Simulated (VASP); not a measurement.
**Ti: single point with PBEsol**

Crystal: Ti.

```
CELL_PARAMETERS angstrom
0.00000 -3.21023 0.00000
-3.21023 0.00000 0.00000
0.00000 0.00000 -3.21023
ATOMIC_POSITIONS crystal
Ti 0.50000 0.50000 0.46106
Ti 0.00000 0.00000 0.03894
```

This cell differs from its parent crystal: atoms displaced along a vibrational mode.

```yaml
Program: VASP 6.6.1
Task: single point
Functional: PBEsol
Potentials_or_basis: VASP PAW PBE potentials, release 64 (Ti_sv)
Cutoff: 520 eV
k_mesh: 18 × 18 × 18
Occupations: gaussian, width 0.15 eV
Spin: no spin polarisation
```

The pressure is 1.4 GPa, the largest force is 1.248 eV/Å and the band gap on the k mesh is zero (bands 12 and 13 overlap by 1.61 eV).

Forces in eV/Å, atoms in the order of the input:
```
Ti   0.000  0.000 -1.248
Ti   0.000  0.000  1.248
```

Stress tensor (GPa, compression positive):
```
1.93 0.00 0.00
0.00 1.93 0.00
0.00 0.00 0.19
```

Levels at points of the mesh, in eV from the Fermi level:
| k point | band 8 | band 9 | band 10 | band 11 | band 12 | band 13 | band 14 | band 15 | band 16 | band 17 |
| --- | --- | --- | --- | --- | --- | --- | --- | --- | --- | --- |
| (0.00, 0.00, 0.00) | -32.01 | -6.01 | -2.36 | -2.12 | 0.87 | 1.18 | 1.18 | 2.53 | 3.07 | 4.03 |
| (0.50, 0.00, 0.00) | -32.22 | -2.59 | -2.59 | -0.37 | -0.37 | 1.06 | 1.06 | 1.92 | 1.92 | 2.89 |
| (0.00, 0.00, 0.50) | -32.15 | -2.63 | -2.55 | -0.82 | 0.92 | 1.31 | 1.31 | 1.48 | 1.48 | 1.72 |
| (0.50, 0.50, 0.00) | -32.01 | -2.47 | -2.47 | -0.24 | -0.24 | 1.36 | 1.36 | 2.75 | 2.75 | 3.30 |
| (0.00, 0.50, 0.50) | -32.04 | -2.57 | -2.57 | -0.46 | -0.46 | 1.23 | 1.23 | 3.16 | 3.16 | 3.32 |
| (0.50, 0.50, 0.50) | -32.22 | -0.84 | -0.84 | -0.56 | -0.56 | -0.28 | -0.28 | 3.36 | 3.36 | 3.36 |

Run time: 7.1 min on 1 thread of Intel(R) Xeon(R) Platinum 8488C (Sapphire Rapids), with other jobs on the host, peak memory 0.37 GiB.

Caveat: the cell differs from its parent crystal (atoms displaced along a vibrational mode); the PAW data sets were made with another functional, which shifts forces and pressure a little.
